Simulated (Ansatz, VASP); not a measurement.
**Two plane-wave programs on HC5**

```
CELL_PARAMETERS angstrom
2.51292 0.00000 0.00000
-1.25646 2.17625 0.00000
0.00000 0.00000 25.00011
ATOMIC_POSITIONS crystal
C 0.00000 0.00000 0.32649
C 0.66667 0.33333 0.34588
C 0.66667 0.33333 0.40771
C 0.33333 0.66667 0.42818
C 0.33333 0.66667 0.48975
C 0.00000 0.00000 0.51026
C 0.00000 0.00000 0.57183
C 0.66667 0.33333 0.59229
C 0.66667 0.33333 0.65412
C 0.33333 0.66667 0.67351
H 0.33333 0.66667 0.71806
H 0.00000 0.00000 0.28194
```

Alike in both runs: functional PBEsol; k mesh 12 × 12 × 1; occupations gaussian, width 0.03 eV; no spin polarisation.

Ansatz relaxed the structure, and its values are those at the end. VASP's run is a single point on that final structure, the one shown.

```csv
,VASP,Ansatz
version,VASP 6.6.1,Ansatz 0.2.0
potentials or method,"VASP PAW PBE potentials, release 64 (C, H), cutoff 520 eV","scalar-relativistic, plane waves, PAW"
valence electrons in the cell,42,42
```

VASP gave:

- gap on the k mesh at the Fermi level (eV): 2.80
- least direct gap on the mesh (eV): 2.80
- rms of the force components (eV/Å): 0.010

Problem. Estimate Ansatz's values.

Solution. gap on the k mesh at the Fermi level (eV): 2.79; least direct gap on the mesh (eV): 2.79; rms of the force components (eV/Å): 0.003.

VASP's potentials were made for PBE, not for PBEsol. Ansatz's warnings: structure snapped to symmetry, xc potential rough in thin density.
